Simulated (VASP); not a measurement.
Runs of VASP 6.6.1 on Bi. The structure is that of space group Pm-3m (No. 221), or close to it. The cells are those of the table. 

| cell | gap on the mesh (eV) | pressure (GPa) |
| --- | --- | --- |
| a = 3.163 Å, 1 atom | none | 7.4 |
| a = 3.344 Å, 1 atom | none | (b) |
| a = 3.386 Å, 1 atom | none | -2.8 |
| a = 3.428 Å, 1 atom | none | (a) |
| a = 3.256 Å, 1 atom | none | 1.9 |

Alike in all rows: task single point; level revPBE; potentials or basis VASP PAW PBE potentials, release 64 (Bi_d); no spin polarisation; k mesh 11 × 11 × 11; cutoff (eV) 520; smearing fermi-dirac 0.1 eV.

Task: Estimate the missing entries.

Result: (a) -3.8; (b) -1.6.

Caveats: the PAW data sets were made with another functional, which shifts forces and pressure a little; spin-orbit coupling is left out, which moves the levels of the heavy elements.

A k mesh can miss the band edges, and the runs leave out spin-orbit coupling on Bi.

A gap of «none» marks levels without a gap at the run's occupations.
